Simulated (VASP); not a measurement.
# TbC4 (Pm-3m) in VASP: further runs

Runs on TbC4. Level: PBE. Tasks: single point, relaxation of cell and atoms.

Program: VASP 6.6.1. These are calculated values, not measurements. Logs are shortened: lines on timing, memory, paths and dates and some standing lists are left out, and cuts for length are marked.

## 1. The cell of the first run

It takes space group Pm-3m (No. 221, cubic). The conventional cell has a = 4.511 Å, b = 4.511 Å, c = 4.511 Å, α = 90.00°, β = 90.00°, γ = 90.00°. Within 3.0 Å of Tb (site symmetry m-3m) lie 6 C at 2.26 Å. C (site symmetry 4/mmm) has 2 Tb at 2.26 Å within 3.0 Å. Within 4.2 Å of C (site symmetry m-3m) lie 12 C at 3.19 Å and 8 Tb at 3.91 Å.

The cell was built from a structure type or drawn by symmetry, and may not be a known phase.

## 2. Single point, PBE

Contents of INCAR:

```
  ALGO = Normal
  EDIFF = 1E-6
  ENCUT = 600
  GGA = PE
  GGA_COMPAT = F
  ISIF = 2
  ISMEAR = 0
  LASPH = T
  LCHARG = F
  LMAXMIX = 6
  LREAL = F
  LWAVE = F
  NBANDS = 20
  NELM = 200
  PREC = Accurate
  SIGMA = 0.1
```

Contents of KPOINTS:

```
k-points
0
Gamma
  8 8 8
```

Contents of POSCAR:

```
TbC4
1.0
    4.5113650558      0.0000000000      0.0000000000
    0.0000000000      4.5113650558      0.0000000000
    0.0000000000      0.0000000000      4.5113650558
Tb C
1 4
Direct
    0.0000000000      0.0000000000      0.0000000000
    0.5000000000      0.0000000000      0.0000000000
    0.0000000000      0.5000000000      0.0000000000
    0.0000000000      0.0000000000      0.5000000000
    0.5000000000      0.5000000000      0.5000000000
```

Potentials or basis: VASP PAW PBE potentials, release 64 (Tb_3, C), 4f in core.

The run is started by

```sh
$ cat potpaw_PBE.64/Tb_3/POTCAR potpaw_PBE.64/C/POTCAR > POTCAR
$ mpirun -np 1 vasp_std > vasp.out
```

OUTCAR:

```text
EDIFF = 1E-6
   ENCUT = 600
   GGA = PE
   ISIF = 2
   ISMEAR = 0
   LASPH = T
   LREAL = F
   NELM = 200
   PREC = Accurate

 ion  position               nearest neighbor table
   1  0.000  0.000  0.000-   2 2.26   3 2.26   4 2.26   4 2.26   3 2.26   2 2.26
   2  0.500  0.000  0.000-   1 2.26   1 2.26
   3  0.000  0.500  0.000-   1 2.26   1 2.26
   4  0.000  0.000  0.500-   1 2.26   1 2.26
   5  0.500  0.500  0.500-

  LATTYP: Found a simple cubic cell.
 ALAT       =     4.5113650558

  Lattice vectors:

 A1 = (   4.5113650558,   0.0000000000,   0.0000000000)
 A2 = (   0.0000000000,   4.5113650558,   0.0000000000)
 A3 = (   0.0000000000,   0.0000000000,   4.5113650558)

Analysis of symmetry for initial positions (statically):
=====================================================================
 Subroutine PRICEL returns:
 Original cell was already a primitive cell.

 Routine SETGRP: Setting up the symmetry group for a
 simple cubic supercell.

 Subroutine GETGRP returns: Found 48 space group operations
 (whereof 48 operations were pure point group operations)
 out of a pool of 48 trial point group operations.

The static configuration has the point symmetry O_h .

Analysis of symmetry for dynamics (positions and initial velocities):
=====================================================================
 Subroutine PRICEL returns:
 Original cell was already a primitive cell.

 Routine SETGRP: Setting up the symmetry group for a
 simple cubic supercell.

 Subroutine GETGRP returns: Found 48 space group operations
 (whereof 48 operations were pure point group operations)
 out of a pool of 48 trial point group operations.

The dynamic configuration has the point symmetry O_h .

 Subroutine INISYM returns: Found 48 space group operations
 (whereof 48 operations are pure point group operations),
 and found     1 'primitive' translations

----------------------------------------------------------------------------------------

                                     Primitive cell

  volume of cell :      91.8172

  direct lattice vectors                    reciprocal lattice vectors
     4.511365056  0.000000000  0.000000000     0.221662399  0.000000000  0.000000000
     0.000000000  4.511365056  0.000000000     0.000000000  0.221662399  0.000000000
     0.000000000  0.000000000  4.511365056     0.000000000  0.000000000  0.221662399

  length of vectors
     4.511365056  4.511365056  4.511365056     0.221662399  0.221662399  0.221662399

  position of ions in fractional coordinates (direct lattice)
     0.000000000  0.000000000  0.000000000
     0.500000000  0.000000000  0.000000000
     0.000000000  0.500000000  0.000000000
     0.000000000  0.000000000  0.500000000
     0.500000000  0.500000000  0.500000000

  ion indices of the primitive-cell ions
   primitive index   ion index
                 1           1
                 2           2
                 3           3
                 4           4
                 5           5

----------------------------------------------------------------------------------------

 KPOINTS: k-points

Automatic generation of k-mesh.
 Grid dimensions read from file:
 generate k-points for:    8    8    8

 Generating k-lattice:

  Cartesian coordinates                     Fractional coordinates (reciprocal lattice)
     0.027707800  0.000000000  0.000000000     0.125000000  0.000000000  0.000000000
     0.000000000  0.027707800  0.000000000     0.000000000  0.125000000  0.000000000
     0.000000000  0.000000000  0.027707800     0.000000000  0.000000000  0.125000000

  Length of vectors
     0.027707800  0.027707800  0.027707800

  Shift w.r.t. Gamma in fractional coordinates (k-lattice)
     0.000000000  0.000000000  0.000000000

 Subroutine IBZKPT returns following result:
 ===========================================

 Found     35 irreducible k-points:

 Following reciprocal coordinates:
            Coordinates               Weight
  0.000000  0.000000  0.000000      1.000000
  0.125000  0.000000  0.000000      6.000000
  0.250000  0.000000  0.000000      6.000000
  0.375000  0.000000  0.000000      6.000000
  0.500000  0.000000  0.000000      3.000000
  0.125000  0.125000  0.000000     12.000000
[... 16 lines left out ...]
  0.375000  0.375000  0.125000     24.000000
  0.500000  0.375000  0.125000     24.000000
 [... further k-points ...]
   k-points           NKPTS =     35   k-points in BZ     NKDIM =     35   number of bands    NBANDS=     20
   number of dos      NEDOS =    301   number of ions     NIONS =      5
   total plane-waves  NPLWV =  46656
   dimension x,y,z NGX =    36 NGY =   36 NGZ =   36
   dimension x,y,z NGXF=    72 NGYF=   72 NGZF=   72
   ions per type =               1   4
   NGX,Y,Z   is equivalent  to a cutoff of  13.27, 13.27, 13.27 a.u.
   NGXF,Y,Z  is equivalent  to a cutoff of  26.53, 26.53, 26.53 a.u.
 SYSTEM =  unknown system
   PREC   = accura    normal or accurate (medium, high low for compatibility)
   ISTART =      0    job   : 0-new  1-cont  2-samecut
   ICHARG =      2    charge: 1-file 2-atom 10-const
   ISPIN  =      1    spin polarized calculation?
   LNONCOLLINEAR =      F non collinear calculations
   LSORBIT =      F    spin-orbit coupling
   LASPH  =      T    aspherical Exc in radial PAW
   ENCUT  =  600.0 eV  44.10 Ry    6.64 a.u.   9.01  9.01  9.01*2*pi/ulx,y,z
   NELM   =    200;   NELMIN=  2; NELMDL= -5     # of ELM steps
   EDIFF  = 0.1E-05   stopping-criterion for ELM
   LREAL  =      F    real-space projection
   EDIFFG = 0.1E-04   stopping-criterion for IOM
   NSW    =      0    number of steps for IOM
   IBRION =     -1    ionic relax: 0-MD 1-quasi-New 2-CG
   NFREE  =      0    steps in history (QN), initial steepest desc. (CG)
   ISIF   =      2    stress and relaxation
   ISYM   =      2    0-nonsym 1-usesym 2-fastsym
   POTIM  = 0.5000    time-step for ionic-motion
   TEBEG  =    0.0;   TEEND  =   0.0 temperature during run
   PSTRESS=    0.0 pullay stress
   NELECT =      25.0000    total number of electrons
   NUPDOWN=      -1.0000    fix difference up-down
   EMIN   =  10.00;   EMAX   =-10.00  energy-range for DOS
   EFERMI =   0.00;   METHOD = LEGACY
   ISMEAR =     0;   SIGMA  =   0.10  broadening in eV -4-tet -1-fermi 0-gaus
   EFERMI_NEDOS =   21; number of points for ismear=-14 and -15
   IALGO  =     38    algorithm
   IMIX   =      4    mixing-type and parameters
     AMIX     =   0.40;   BMIX     =  1.00
     AMIX_MAG =   1.60;   BMIX_MAG =  1.00
  volume/ion in A,a.u.               =      18.36       123.92
  Fermi-wavevector in a.u.,A,eV,Ry     =   1.061077  2.005145 15.318585  1.125884
  Thomas-Fermi vector in A             =   2.196480
   LORBIT       =      0    0 simple, 1 ext, 2 COOP (PROOUT), +10 PAW based schemes
   GGA     = PE    functional components
   LHFCALC =     F    Hartree Fock is set to
   AEXX    =    0.0000 exact exchange contribution
   IVDW    =     0    specifies the selected vdW correction
   LEPSILON=     F    determine dielectric tensor
   LRPA    =     F    only Hartree local field effects (RPA)
 non-spin polarized calculation
 Gauss-broadening in eV      SIGMA  =   0.10
  energy-cutoff  :      600.00
  volume of cell :       91.82
 maximum number of plane-waves:      3112
   NGX = 19   NGY = 19   NGZ = 19

 number of electron      24.9999998 magnetization

 Free energy of the ion-electron system (eV)
  ---------------------------------------------------
  ext. energy  EPLUGINS =         0.00000000
  ---------------------------------------------------
  free energy    TOTEN  =       -20.75781133 eV

  energy without entropy =      -20.74075065  energy(sigma->0) =      -20.74928099

 E-fermi :   0.3825     XC(G=0):  -9.1373

 val. band max:        0.3576407851   @ k =   0.5000   0.1250   0.0000
 cond. band min:       0.3927893717   @ k =   0.3750   0.1250   0.0000
 fundamental gap:      0.0351485866
 Fermi energy:         0.3825456176

 k-point     1 :       0.0000    0.0000    0.0000
  band No.  band energies     occupation
      1     -19.7794      2.00000
      2     -19.7794      2.00000
      3     -19.7794      2.00000
      4      -9.8980      2.00000
      5      -8.3213      2.00000
      6      -8.3213      2.00000
[... 12 lines left out ...]
     19       2.3745      0.00000
     20       4.8986      0.00000

 k-point     2 :       0.1250    0.0000    0.0000
  band No.  band energies     occupation
      1     -19.8002      2.00000
      2     -19.7782      2.00000
      3     -19.7782      2.00000
      4      -9.8012      2.00000
      5      -8.3151      2.00000
      6      -8.2378      2.00000
[... 12 lines left out ...]
     19       2.3019      0.00000
     20       4.9203      0.00000

 k-point     3 :       0.2500    0.0000    0.0000
  band No.  band energies     occupation
      1     -19.8496      2.00000
      2     -19.7753      2.00000
      3     -19.7753      2.00000
      4      -9.5516      2.00000
      5      -8.3002      2.00000
      6      -8.1426      2.00000
[... 12 lines left out ...]
     19       2.1771      0.00000
     20       4.9739      0.00000

 k-point     4 :       0.3750    0.0000    0.0000
  band No.  band energies     occupation
      1     -19.8979      2.00000
      2     -19.7724      2.00000
      3     -19.7724      2.00000
      4      -9.2428      2.00000
      5      -8.2982      2.00000
      6      -8.2851      2.00000
[... 429 lines left out ...]
 k-point    23 :       0.3750    0.3750    0.1250
  band No.  band energies     occupation
      1     -19.8884      2.00000
      2     -19.8876      2.00000
      3     -19.7859      2.00000
      4      -8.5706      2.00000
      5      -8.1725      2.00000
      6      -7.3451      2.00000
[... 12 lines left out ...]
     19       2.1871      0.00000
     20       7.5109      0.00000

 k-point    24 :       0.5000    0.3750    0.1250
  band No.  band energies     occupation
      1     -19.9074      2.00000
      2     -19.8865      2.00000
      3     -19.7846      2.00000
      4      -8.4662      2.00000
      5      -8.1865      2.00000
      6      -7.3889      2.00000
[... 12 lines left out ...]
     19       2.1802      0.00000
     20       7.5322      0.00000

 [... further k-points ...]

------------------------ aborting loop because EDIFF is reached ----------------------------------------

  FORCE on cell =-STRESS in cart. coord.  units (eV):
  Direction    XX          YY          ZZ          XY          YZ          ZX
  --------------------------------------------------------------------------------------
  -------------------------------------------------------------------------------------
  Total        0.3294836      0.3294836      0.3294836      0.0000000     -0.0000000     -0.0000000
  in kB        5.7493727      5.7493727      5.7493727      0.0000000     -0.0000000     -0.0000000
  external PRESSURE =       5.7493727 kB  Pullay stress =       0.0000000 kB

 VOLUME and BASIS-vectors are now :
 -----------------------------------------------------------------------------
  energy-cutoff  :      600.00
  volume of cell :       91.82
      direct lattice vectors                 reciprocal lattice vectors
     4.511365056  0.000000000  0.000000000     0.221662399  0.000000000  0.000000000
     0.000000000  4.511365056  0.000000000     0.000000000  0.221662399  0.000000000
     0.000000000  0.000000000  4.511365056     0.000000000  0.000000000  0.221662399

 POSITION                                       TOTAL-FORCE (eV/Angst)
 -----------------------------------------------------------------------------------
      0.00000      0.00000      0.00000         0.000000      0.000000      0.000000
      2.25568      0.00000      0.00000         0.000000      0.000000      0.000000
      0.00000      2.25568      0.00000         0.000000      0.000000      0.000000
      0.00000      0.00000      2.25568         0.000000      0.000000      0.000000
      2.25568      2.25568      2.25568         0.000000      0.000000      0.000000
 -----------------------------------------------------------------------------------
    total drift:                                0.000000      0.000000     -0.000000

  FREE ENERGIE OF THE ION-ELECTRON SYSTEM (eV)
  ---------------------------------------------------
  free  energy   TOTEN  =       -20.7578113343 eV

  energy  without entropy=      -20.7407506482  energy(sigma->0) =      -20.74928099
```

Wall time 32 s (1 thread of Intel Xeon 6975P-C (Granite Rapids), shared host); peak memory 0.25 GiB.

Results:

```
Free energy            : -20.7578 eV
Pressure               : 0.6 GPa
Band gap on the k mesh : zero (an odd number of electrons rules out a gap without spin polarisation)
```

Caveat: spin-orbit coupling is left out, which moves the levels of the heavy elements; the 4f electrons are frozen in the core, so they carry no moment and show no levels. Spin polarisation is off, so any magnetic state and its effect on volume and gap are missing.

## 3. Relaxation of cell and atoms, PBE

This run uses another cell than the first one, of 19.35 Å³/atom.

Contents of INCAR:

```
PREC = Accurate ; ENCUT = 600
EDIFF = 1E-7 ; ISMEAR = 0
SIGMA = 0.1 ; LREAL = False
LASPH = True ; NELM = 200
ALGO = Normal ; ISIF = 3
LWAVE = False ; LCHARG = False
GGA = PE ; IBRION = 2
NSW = 100 ; EDIFFG = -0.01
GGA_COMPAT = False ; NELMIN = 4
LMAXMIX = 6
```

Contents of KPOINTS:

```
Automatic mesh
0
Gamma
  8 8 8
```

Changes to POSCAR since step 2:

```diff
@@ -2,5 +2,5 @@
 1.0
-    4.5113650558      0.0000000000      0.0000000000
-    0.0000000000      4.5113650558      0.0000000000
-    0.0000000000      0.0000000000      4.5113650558
+    4.5906243412      0.0000000000      0.0000000000
+    0.0000000000      4.5906243412      0.0000000000
+    0.0000000000      0.0000000000      4.5906243412
 Tb C
```

Potentials or basis: VASP PAW PBE potentials, release 64 (Tb_3, C), 4f in core.

The run is started by

```sh
$ cat potpaw_PBE.64/Tb_3/POTCAR potpaw_PBE.64/C/POTCAR > POTCAR
$ mpirun -np 1 vasp_std > vasp.out
```

Wall time 1.7 min (1 thread of Intel Xeon 6975P-C (Granite Rapids), shared host); peak memory 0.28 GiB.

It converged, with:

* Free energy: -20.7617 eV
* Relaxed volume: 18.55 Å³/atom
* Relaxed cell: a = 4.526 Å, b = 4.526 Å, c = 4.526 Å, α = 90.00°, β = 90.00°, γ = 90.00°
* Space group after relaxing (to 0.1 Å): Pm-3m (No. 221)
* Energy gained by relaxing: 5.6 meV/atom
* Ionic steps: 3
* Pressure after relaxing: 0.0 GPa
* Band gap on the k mesh: zero (an odd number of electrons rules out a gap without spin polarisation)

The path:
```tsv
step	energy change (eV)	largest force (eV/Å)	pressure (GPa)	volume (Å³)
1	0.0000	0.0000	-2.16	96.74
2	-0.0276	0.0000	-0.24	93.14
3	-0.0279	0.0000	0.00	92.74
```

Final structure:
```
Tb C
1.0
     4.52643    0.00000    0.00000
     0.00000    4.52643    0.00000
     0.00000    0.00000    4.52643
Tb C
1 4
Direct
  0.00000 0.00000 0.00000
  0.50000 0.00000 0.00000
  0.00000 0.50000 0.00000
  0.00000 0.00000 0.50000
  0.50000 0.50000 0.50000
```

Levels at points of the mesh, in eV from the Fermi level:
```
           k point  band 9  band 10  band 11  band 12  band 13  band 14  band 15  band 16
(0.00, 0.00, 0.00)   -1.26    -1.26     0.72     0.72     0.72     1.32     1.32     1.32
(0.50, 0.00, 0.00)   -1.25    -1.25     0.09     0.09     0.15     0.21     0.30     1.02
(0.50, 0.50, 0.00)   -2.07    -1.95    -1.07    -1.07    -0.61    -0.61     0.12     1.35
(0.50, 0.50, 0.50)   -2.94    -2.94    -2.23    -2.05    -2.05     1.23     1.23     1.23
```

Caveat: spin-orbit coupling is left out, which moves the levels of the heavy elements; the 4f electrons are frozen in the core, so they carry no moment and show no levels. Spin polarisation is off, so any magnetic state and its effect on volume and gap are missing.
